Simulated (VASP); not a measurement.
Here is a VASP 6.6.1 calculation.

The input INCAR:

```
PREC = Accurate
ENCUT = 500
EDIFF = 1E-6
ISMEAR = -1
SIGMA = 0.1
LREAL = F
LASPH = T
NELM = 120
ALGO = Normal
ISIF = 2
LWAVE = F
LCHARG = F
GGA = PE
NBANDS = 21
GGA_COMPAT = F
```

The input KPOINTS:

```
regular mesh
0
Gamma
  13 13 13
```

POSCAR

```
Sn
1.0
   -2.9196440750      2.9196440750      1.5938000000
    2.9196440750     -2.9196440750      1.5938000000
    2.9196440750      2.9196440750     -1.5938000000
Sn
2
Direct
    0.0000000000      1.0000000000      0.0000000000
    0.7500000000      0.2500000000      0.5000000000
```

Potentials or basis: VASP PAW PBE potentials, release 64 (Sn_d).

Command:

```console
$ cat potpaw_PBE.64/Sn_d/POTCAR > POTCAR
$ mpirun -np 1 vasp_std > vasp.out
```

**Question.** Estimate the band gap on the k mesh.

**Answer.** Zero (bands 14 and 15 overlap by 4.19 eV).

**Question.** Estimate the pressure.

**Answer.** 2.3 GPa.

Stress tensor (GPa, compression positive):
```
2.46 0.00 0.00
0.00 2.46 0.00
0.00 0.00 2.07
```

Caveat: spin-orbit coupling is left out, which moves the levels of the heavy elements.
